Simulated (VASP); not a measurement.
Here is a VASP 6.6.1 calculation.

File POSCAR:

```
SiC
1.0
    3.0907330245      0.0000000000      0.0000000000
   -1.5453665123      2.6633366324      0.0000000000
    0.0000000000      0.0000000000      5.0481080951
Si C
2 2
Direct
    0.3332318153      0.6664636306     -0.0005302416
    0.6667681847      0.3335363694      0.4994697584
    0.3329701665      0.6659403330      0.3755302416
    0.6670298335      0.3340596670      0.8755302416
```

INCAR.step1

```
PREC = Accurate
ENCUT = 520
EDIFF = 1E-5
ISMEAR = 0
SIGMA = 0.01
LREAL = F
LASPH = T
NELM = 80
ALGO = Normal
ISIF = 2
LWAVE = T
LCHARG = F
NBANDS = 16
GGA = PE
```

INCAR.step2

```
PREC = Accurate
ENCUT = 520
EDIFF = 1E-6
ISMEAR = 0
SIGMA = 0.01
LREAL = F
LASPH = T
NELM = 80
ALGO = Normal
ISIF = 2
LWAVE = F
LCHARG = F
GGA = PE
LHFCALC = T
HFSCREEN = 0.2079
PRECFOCK = Normal
NBANDS = 16
ISTART = 1
```

The input KPOINTS:

```
Automatic mesh
0
Gamma
  6 6 4
```

Potentials or basis: VASP PAW PBE potentials, release 64 (Si, C).

Run with:

```console
$ cat potpaw_PBE.64/Si/POTCAR potpaw_PBE.64/C/POTCAR > POTCAR
$ cp INCAR.step1 INCAR
$ mpirun -np 1 vasp_std > vasp.out
$ cp INCAR.step2 INCAR
$ mpirun -np 1 vasp_std > vasp.out
```

(1) What does it give for the pressure?

(2) Predict the largest force.

Results:

(1) -2.7 GPa.

(2) 0.019 eV/Å.

Caveat: the cell differs from its parent crystal (uniaxial x strain +0.5%); the PAW data sets were made with another functional, which shifts forces and pressure a little.
